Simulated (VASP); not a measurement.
# BiTe4 (P6/mmm) in VASP: a series of runs, part 2 of 2

VASP 6.6.1. Earlier steps stand in the parts before.

### 4 Relaxation of cell and atoms, PBE

This run uses another cell than the first one, of 42.99 Å³/atom.

File INCAR:

```
SYSTEM = BiTe4
PREC     = Accurate       ! precision mode
ENCUT    = 600            ! plane-wave cutoff, eV
EDIFF    = 1E-7           ! SCF threshold, eV
ISMEAR   = 0              ! smearing method
SIGMA    = 0.1            ! smearing width, eV
LREAL    = .FALSE.        ! projectors in reciprocal space
LASPH    = .TRUE.         ! aspherical terms in the spheres
NELM     = 80             ! most SCF steps
ALGO     = Normal         ! electronic algorithm
ISIF     = 3              ! what is computed and relaxed
LWAVE    = .FALSE.        ! write WAVECAR
LCHARG   = .FALSE.        ! write CHGCAR
GGA      = PE             ! functional
IBRION   = 2              ! ionic algorithm
NSW      = 100            ! ionic steps
EDIFFG   = -0.01          ! ionic threshold
```

File KPOINTS:

```
regular mesh
0
G
  6 6 6
  0 0 0
```

File POSCAR:

```
BiTe4
1.0
    6.4673320499      0.0000000000      0.0000000000
   -3.2336660249      5.6008738499      0.0000000000
    0.0000000000      0.0000000000      5.9341590165
Bi Te
1 4
Direct
    0.0000000000      0.0000000000      0.5000000000
    0.5000000000      0.0000000000      0.0000000000
    0.0000000000      0.5000000000      0.0000000000
    0.5000000000      0.5000000000      0.0000000000
    0.0000000000      0.0000000000      0.0000000000
```

Potentials or basis: VASP PAW PBE potentials, release 64 (Bi_d, Te).

The run is started by

```
cat potpaw_PBE.64/Bi_d/POTCAR potpaw_PBE.64/Te/POTCAR > POTCAR
mpirun -np 1 vasp_std > vasp.out
```

OUTCAR:

```text
SYSTEM = BiTe4
   PREC = Accurate
   ENCUT = 600
   EDIFF = 1E-7
   ISMEAR = 0
   LREAL = .FALSE.
   LASPH = .TRUE.
   NELM = 80
   ISIF = 3
   GGA = PE
   IBRION = 2
   NSW = 100
   EDIFFG = -0.01

 ion  position               nearest neighbor table
   1  0.000  0.000  0.500-   5 2.97   5 2.97
   2  0.500  0.000  0.000-   4 3.23   4 3.23   5 3.23   5 3.23   3 3.23   3 3.23
   3  0.000  0.500  0.000-   5 3.23   5 3.23   4 3.23   4 3.23   2 3.23   2 3.23
   4  0.500  0.500  0.000-   2 3.23   2 3.23   3 3.23   3 3.23   5 3.23   5 3.23
   5  0.000  0.000  0.000-   1 2.97   1 2.97   3 3.23   3 3.23   2 3.23   2 3.23   4 3.23   4 3.23

  LATTYP: Found a hexagonal cell.
 ALAT       =     6.4673320499
 C/A-ratio  =     0.9175590446

  Lattice vectors:

 A1 = (   6.4673320499,   0.0000000000,   0.0000000000)
 A2 = (  -3.2336660249,   5.6008738499,   0.0000000000)
 A3 = (   0.0000000000,   0.0000000000,   5.9341590165)

Analysis of symmetry for initial positions (statically):
=====================================================================
 Subroutine PRICEL returns:
 Original cell was already a primitive cell.

 Routine SETGRP: Setting up the symmetry group for a
 hexagonal supercell.

 Subroutine GETGRP returns: Found 24 space group operations
 (whereof 24 operations were pure point group operations)
 out of a pool of 24 trial point group operations.

The static configuration has the point symmetry D_6h.

Analysis of symmetry for dynamics (positions and initial velocities):
=====================================================================
 Subroutine PRICEL returns:
 Original cell was already a primitive cell.

 Routine SETGRP: Setting up the symmetry group for a
 hexagonal supercell.

 Subroutine GETGRP returns: Found 24 space group operations
 (whereof 24 operations were pure point group operations)
 out of a pool of 24 trial point group operations.

The dynamic configuration has the point symmetry D_6h.

 Subroutine INISYM returns: Found 24 space group operations
 (whereof 24 operations are pure point group operations),
 and found     1 'primitive' translations

----------------------------------------------------------------------------------------

                                     Primitive cell

  volume of cell :     214.9513

  direct lattice vectors                    reciprocal lattice vectors
     6.467332050  0.000000000  0.000000000     0.154623265  0.089271784  0.000000000
    -3.233666025  5.600873850  0.000000000     0.000000000  0.178543568  0.000000000
     0.000000000  0.000000000  5.934159016     0.000000000  0.000000000  0.168515875

  length of vectors
     6.467332050  6.467332050  5.934159016     0.178543568  0.178543568  0.168515875

  position of ions in fractional coordinates (direct lattice)
     0.000000000  0.000000000  0.500000000
     0.500000000  0.000000000  0.000000000
     0.000000000  0.500000000  0.000000000
     0.500000000  0.500000000  0.000000000
     0.000000000  0.000000000  0.000000000

  ion indices of the primitive-cell ions
   primitive index   ion index
                 1           1
                 2           2
                 3           3
[... 28 lines left out ...]

 Following reciprocal coordinates:
            Coordinates               Weight
  0.000000  0.000000  0.000000      1.000000
  0.166667 -0.000000  0.000000      6.000000
  0.333333  0.000000  0.000000      6.000000
  0.500000 -0.000000  0.000000      3.000000
  0.166667  0.166667  0.000000      6.000000
  0.333333  0.166667  0.000000     12.000000
[... 16 lines left out ...]
  0.166667 -0.000000  0.500000      6.000000
  0.333333  0.000000  0.500000      6.000000
 [... further k-points ...]
   k-points           NKPTS =     28   k-points in BZ     NKDIM =     28   number of bands    NBANDS=     23
   number of dos      NEDOS =    301   number of ions     NIONS =      5
   total plane-waves  NPLWV = 139968
   dimension x,y,z NGX =    54 NGY =   54 NGZ =   48
   dimension x,y,z NGXF=   108 NGYF=  108 NGZF=   96
   ions per type =               1   4
   NGX,Y,Z   is equivalent  to a cutoff of  13.88, 13.88, 13.45 a.u.
   NGXF,Y,Z  is equivalent  to a cutoff of  27.76, 27.76, 26.89 a.u.
 SYSTEM =  BiTe4
   PREC   = accura    normal or accurate (medium, high low for compatibility)
   ISTART =      0    job   : 0-new  1-cont  2-samecut
   ICHARG =      2    charge: 1-file 2-atom 10-const
   ISPIN  =      1    spin polarized calculation?
   LNONCOLLINEAR =      F non collinear calculations
   LSORBIT =      F    spin-orbit coupling
   LASPH  =      T    aspherical Exc in radial PAW
   ENCUT  =  600.0 eV  44.10 Ry    6.64 a.u.  12.92 12.92 11.85*2*pi/ulx,y,z
   NELM   =     80;   NELMIN=  2; NELMDL= -5     # of ELM steps
   EDIFF  = 0.1E-06   stopping-criterion for ELM
   LREAL  =      F    real-space projection
   EDIFFG = -.1E-01   stopping-criterion for IOM
   NSW    =    100    number of steps for IOM
   IBRION =      2    ionic relax: 0-MD 1-quasi-New 2-CG
   NFREE  =      1    steps in history (QN), initial steepest desc. (CG)
   ISIF   =      3    stress and relaxation
   ISYM   =      2    0-nonsym 1-usesym 2-fastsym
   POTIM  = 0.5000    time-step for ionic-motion
   TEBEG  =    0.0;   TEEND  =   0.0 temperature during run
   PSTRESS=    0.0 pullay stress
   NELECT =      39.0000    total number of electrons
   NUPDOWN=      -1.0000    fix difference up-down
   EMIN   =  10.00;   EMAX   =-10.00  energy-range for DOS
   EFERMI =   0.00;   METHOD = LEGACY
   ISMEAR =     0;   SIGMA  =   0.10  broadening in eV -4-tet -1-fermi 0-gaus
   EFERMI_NEDOS =   21; number of points for ismear=-14 and -15
   IALGO  =     38    algorithm
   IMIX   =      4    mixing-type and parameters
     AMIX     =   0.40;   BMIX     =  1.00
     AMIX_MAG =   1.60;   BMIX_MAG =  1.00
  volume/ion in A,a.u.               =      42.99       290.11
  Fermi-wavevector in a.u.,A,eV,Ry     =   0.926794  1.751386 11.686673  0.858946
  Thomas-Fermi vector in A             =   2.052794
   LORBIT       =      0    0 simple, 1 ext, 2 COOP (PROOUT), +10 PAW based schemes
   GGA     = PE    functional components
   LHFCALC =     F    Hartree Fock is set to
   AEXX    =    0.0000 exact exchange contribution
   IVDW    =     0    specifies the selected vdW correction
   LEPSILON=     F    determine dielectric tensor
   LRPA    =     F    only Hartree local field effects (RPA)
 conjugate gradient relaxation of ions
 non-spin polarized calculation
 Gauss-broadening in eV      SIGMA  =   0.10
  energy-cutoff  :      600.00
  volume of cell :      214.95
 maximum number of plane-waves:      7218
 NGX is ok and might be reduce to    54
   NGX = 25   NGY = 25   NGZ = 23

--------------------------------------- Ionic step        1  -------------------------------------------

 number of electron      38.9999999 magnetization

 Free energy of the ion-electron system (eV)
  ---------------------------------------------------
  ext. energy  EPLUGINS =         0.00000000
  ---------------------------------------------------
  free energy    TOTEN  =       -13.62419918 eV

  energy without entropy =      -13.59749411  energy(sigma->0) =      -13.61084664

------------------------ aborting loop because EDIFF is reached ----------------------------------------

  FORCE on cell =-STRESS in cart. coord.  units (eV):
  Direction    XX          YY          ZZ          XY          YZ          ZX
  --------------------------------------------------------------------------------------
  -------------------------------------------------------------------------------------
  Total        0.3554211      0.3554211     -0.0779379      0.0000000      0.0000000      0.0000000
  in kB        2.6491933      2.6491933     -0.5809236      0.0000000      0.0000000      0.0000000
  external PRESSURE =       1.5724877 kB  Pullay stress =       0.0000000 kB
[... 143 lines left out ...]
--------------------------------------- Ionic step        5  -------------------------------------------

 number of electron      38.9999999 magnetization

 Free energy of the ion-electron system (eV)
  ---------------------------------------------------
  ext. energy  EPLUGINS =         0.00000000
  ---------------------------------------------------
  free energy    TOTEN  =       -13.62518834 eV

  energy without entropy =      -13.59929197  energy(sigma->0) =      -13.61224016

 E-fermi :   3.5455     XC(G=0):  -7.9037

 val. band max:        3.5416131874   @ k =   0.3333   0.0000   0.0000
 cond. band min:       3.5499604414   @ k =   0.3333   0.1667   0.0000
 fundamental gap:      0.0083472540
 Fermi energy:         3.5455452991

 k-point     1 :       0.0000    0.0000    0.0000
  band No.  band energies     occupation
      1     -19.6115      2.00000
      2     -19.5524      2.00000
      3     -19.5524      2.00000
      4     -19.5005      2.00000
      5     -19.5005      2.00000
      6      -9.7368      2.00000
[... 613 lines left out ...]
     22       3.8634      0.00001
     23       4.5161      0.00000

 [... further k-points ...]
[... 5 lines left out ...]
  --------------------------------------------------------------------------------------
  -------------------------------------------------------------------------------------
  Total       -0.0052171     -0.0052171     -0.0032922     -0.0000000      0.0000000     -0.0000000
  in kB       -0.0387169     -0.0387169     -0.0244320     -0.0000000      0.0000000     -0.0000000
  external PRESSURE =      -0.0339553 kB  Pullay stress =       0.0000000 kB
[... 20 lines left out ...]
  FREE ENERGIE OF THE ION-ELECTRON SYSTEM (eV)
  ---------------------------------------------------
  free  energy   TOTEN  =       -13.6251883382 eV

  energy  without entropy=      -13.5992919741  energy(sigma->0) =      -13.61224016

 reached required accuracy - stopping structural energy minimisation
```

Wall time 7.3 min (1 thread of Intel Xeon Platinum 8375C at 2.90GHz (Ice Lake), shared host); peak memory 0.49 GiB.

Results:

```yaml
Free_energy: -13.6252 eV
Relaxed_volume: 43.18 Å³/atom
Relaxed_cell: a = 6.485 Å, b = 6.485 Å, c = 5.928 Å, α = 90.00°, β = 90.00°, γ = 120.00°
Space_group_after_relaxing_to_0.1_Å: P6/mmm (No. 191)
Energy_gained_by_relaxing: 0.2 meV/atom
Ionic_steps: 5
Pressure_after_relaxing: 0.0 GPa
Band_gap_on_the_k_mesh: zero (an odd number of electrons rules out a gap without spin polarisation)
```

Step by step:
```tsv
step	energy change (eV)	largest force (eV/Å)	pressure (GPa)	volume (Å³)
1	0.0000	0.0000	0.16	214.95
2	-0.0009	0.0000	-0.06	216.27
3	-0.0010	0.0000	-0.02	215.99
4	-0.0010	0.0000	-0.02	216.01
5	-0.0010	0.0000	0.00	215.89
```

Final structure:
```cif
data_structure
_symmetry_space_group_name_H-M 'P 1'
_symmetry_Int_Tables_number 1
_cell_length_a 6.4851
_cell_length_b 6.4851
_cell_length_c 5.9276
_cell_angle_alpha 90.000
_cell_angle_beta 90.000
_cell_angle_gamma 120.000
_cell_volume 215.89
loop_
_atom_site_label
_atom_site_type_symbol
_atom_site_fract_x
_atom_site_fract_y
_atom_site_fract_z
_atom_site_occupancy
Bi1 Bi 0.00000 0.00000 0.50000 1
Te1 Te 0.50000 0.00000 0.00000 1
Te2 Te 0.00000 0.50000 0.00000 1
Te3 Te 0.50000 0.50000 0.00000 1
Te4 Te 0.00000 0.00000 0.00000 1
```

Caveat: spin-orbit coupling is left out, which moves the levels of the heavy elements; an odd number of electrons without spin polarisation forces a metal; a magnetic or distorted state may lie lower.

### 5 Overview

```csv
task,cell,k mesh,cutoff (eV),gap on the mesh (eV),pressure (GPa),relaxed volume (Å³/atom)
single point,"a = 5.717, b = 5.717, c = 7.096 Å, angles 90.0, 90.0, 120.0°, 5 atoms",6 × 6 × 4,520,none,11.7,-
relaxation of cell and atoms,"relaxed from a = 5.717, b = 5.717, c = 7.096 Å, angles 90.0, 90.0, 120.0°, 5 atoms",6 × 6 × 4,600,none,0.0,43.26
relaxation of cell and atoms,"relaxed from a = 6.467, b = 6.467, c = 5.934 Å, angles 90.0, 90.0, 120.0°, 5 atoms",6 × 6 × 6,600,none,0.0,43.18
```

Alike in all rows: level PBE; potentials or basis VASP PAW PBE potentials, release 64 (Bi_d, Te); no spin polarisation; smearing gaussian 0.1 eV.

Caveats: spin-orbit coupling is left out, which moves the levels of the heavy elements; an odd number of electrons without spin polarisation forces a metal; a magnetic or distorted state may lie lower; the stress differs along the axes, from -4 to 20 GPa (at least some runs); a cell axis changed by over 15 % at a fixed basis, so the end point is rough (at least some runs).

Absolute energies hang on the potentials; compare differences alone.

The gap in the log of VASP goes by the Fermi energy; the results here count the filled bands.